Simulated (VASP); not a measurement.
Runs of VASP 6.6.1 on BN. The structure is cubic, space group F-43m (No. 216). The conventional cell has a = 3.610 Å, b = 3.610 Å, c = 3.610 Å, α = 90.00°, β = 90.00°, γ = 90.00°. B (site symmetry -43m) has 4 N at 1.56 Å within 2.1 Å. Within 2.1 Å of N (site symmetry -43m) lie 4 B at 1.56 Å. 

```tsv
task	level	potentials or basis	k mesh	cutoff (eV)	smearing	GW scheme	GW iterations	cutoff of the response function	frequency points	empty bands	gap on the mesh (eV)	pressure (GPa)
single point	PBEsol	VASP PAW PBE potentials, release 64 (B, N)	8 × 8 × 8	600	gaussian 0.2 eV	-	-	-	-	-	4.28	-0.9
single point	PBEsol	VASP PAW PBE potentials, release 64 (B, N)	8 × 8 × 8, shifted	600	gaussian 0.01 eV	-	-	-	-	-	(b)	-0.9
single point	PBE-based global hybrid	VASP PAW PBE potentials, release 64 (B, N)	6 × 6 × 6	520	gaussian 0.01 eV	-	-	-	-	-	(a)	-12.3
single point	PBEsol	VASP PAW PBE potentials, release 64 (B, N)	8 × 8 × 8	520	gaussian 0.01 eV	-	-	-	-	-	4.28	-0.6
single point	r2SCAN	VASP PAW PBE potentials, release 64 (B, N)	8 × 8 × 8	660	gaussian 0.01 eV	-	-	-	-	-	4.98	1.2
single point	PBEsol	VASP PAW PBE potentials, release 64 (B, N)	8 × 8 × 8	600	methfessel-paxton 0.001 eV	-	-	-	-	-	4.28	-0.9
single point	PBEsol	VASP PAW PBE potentials, release 64 (B, N)	8 × 8 × 8	600	gaussian 0.05 eV	-	-	-	-	-	4.28	-0.9
```

Alike in all rows: no spin polarisation; cell as given.

Question: Estimate the missing entries.

Answer: (a) 8.74; (b) 4.72.

Caveats: some runs use coarse meshes; the PAW data sets were made with another functional, which shifts forces and pressure a little.

A k mesh can miss the band edges.
